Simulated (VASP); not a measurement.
A run of VASP 6.6.1:

Contents of POSCAR:

```
TePb
1.0
    0.0000000000      3.2678368520      3.2678368520
    3.2678368520      0.0000000000      3.2678368520
    3.2678368520      3.2678368520      0.0000000000
Pb Te
1 1
Direct
    0.0000000000      0.0000000000      0.0000000000
    0.5000000000      0.5000000000      0.5000000000
```

The input INCAR.step1:

```
ALGO     = Normal         # electronic algorithm
EDIFF    = 1E-5           # SCF threshold, eV
ENCUT    = 520            # plane-wave cutoff, eV
GGA      = PE             # functional
ISIF     = 2              # what is computed and relaxed
ISMEAR   = 0              # smearing method
LASPH    = T              # aspherical terms in the spheres
LCHARG   = F              # write CHGCAR
LREAL    = F              # projectors in reciprocal space
LWAVE    = T              # write WAVECAR
NBANDS   = 17             # bands
NELM     = 100            # most SCF steps
PREC     = Accurate       # precision mode
SIGMA    = 0.01           # smearing width, eV
```

The input INCAR.step2:

```
ALGO     = Normal         # electronic algorithm
EDIFF    = 1E-6           # SCF threshold, eV
ENCUT    = 520            # plane-wave cutoff, eV
GGA      = PE             # functional
HFSCREEN = 0.2079         # screening, 1/A
ISIF     = 2              # what is computed and relaxed
ISMEAR   = 0              # smearing method
ISTART   = 1            
LASPH    = T              # aspherical terms in the spheres
LCHARG   = F              # write CHGCAR
LHFCALC  = T              # exact exchange
LREAL    = F              # projectors in reciprocal space
LWAVE    = F              # write WAVECAR
NBANDS   = 17             # bands
NELM     = 100            # most SCF steps
PREC     = Accurate       # precision mode
PRECFOCK = Normal       
SIGMA    = 0.01           # smearing width, eV
```

Contents of KPOINTS:

```
k-points
0
Gamma
  4 4 4
```

Potentials or basis: VASP PAW PBE potentials, release 64 (Pb_d, Te).

Run with:

```console
$ cat potpaw_PBE.64/Pb_d/POTCAR potpaw_PBE.64/Te/POTCAR > POTCAR
$ cp INCAR.step1 INCAR
$ mpirun -np 1 vasp_std > vasp.out
$ cp INCAR.step2 INCAR
$ mpirun -np 1 vasp_std > vasp.out
```

Hardware: 1 thread of AMD EPYC 7R43 64-Core Processor (Zen 3), with other jobs on the host.

How long does it take, and how much memory?

Run time: 27 min on 1 thread of AMD EPYC 7R43 64-Core Processor (Zen 3), with other jobs on the host, peak memory 0.27 GiB. Counts: k points 8.
